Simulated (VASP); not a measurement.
A run of VASP 6.6.1:

File POSCAR:

```
Nb
1.0
   -1.6639500000      1.6639500000      1.6639500000
    1.6639500000     -1.6639500000      1.6639500000
    1.6639500000      1.6639500000     -1.6639500000
Nb
1
Direct
    0.0000000000      0.0000000000      0.0000000000
```

File INCAR.step1:

```
PREC     = Accurate       # precision mode
ENCUT    = 600            # plane-wave cutoff, eV
ISMEAR   = 0              # smearing method
SIGMA    = 0.1            # smearing width, eV
LREAL    = False          # projectors in reciprocal space
LASPH    = True           # aspherical terms in the spheres
NELM     = 80             # most SCF steps
GGA      = PE             # functional
ALGO     = Normal         # electronic algorithm
EDIFF    = 1E-4           # SCF threshold, eV
LWAVE    = True           # write WAVECAR
LCHARG   = False          # write CHGCAR
```

File INCAR.step2:

```
PREC     = Accurate       # precision mode
ENCUT    = 600            # plane-wave cutoff, eV
EDIFF    = 1E-7           # SCF threshold, eV
ISMEAR   = 0              # smearing method
SIGMA    = 0.1            # smearing width, eV
LREAL    = False          # projectors in reciprocal space
LASPH    = True           # aspherical terms in the spheres
NELM     = 80             # most SCF steps
ALGO     = Normal         # electronic algorithm
ISIF     = 3              # what is computed and relaxed
LWAVE    = False          # write WAVECAR
LCHARG   = False          # write CHGCAR
METAGGA  = R2SCAN         # meta-GGA
LMIXTAU  = True         
IBRION   = 2              # ionic algorithm
NSW      = 100            # ionic steps
EDIFFG   = -0.005         # ionic threshold
ISTART   = 1
```

KPOINTS

```
Automatic mesh
0
Gamma
  18 18 18
```

Potentials or basis: VASP PAW PBE potentials, release 64 (Nb_sv).

Command:

```console
$ cat potpaw_PBE.64/Nb_sv/POTCAR > POTCAR
$ cp INCAR.step1 INCAR
$ mpirun -np 1 vasp_std > vasp.out
$ cp INCAR.step2 INCAR
$ mpirun -np 1 vasp_std > vasp.out
```

Hardware: 1 thread of Intel Xeon 8259CL (shared host).

Problem. Estimate the wall time of this run.

Solution. Wall time 8.6 min on 1 thread of Intel Xeon 8259CL, on a shared host, peak memory 0.19 GiB. Counts: k points 195, ion steps 3.
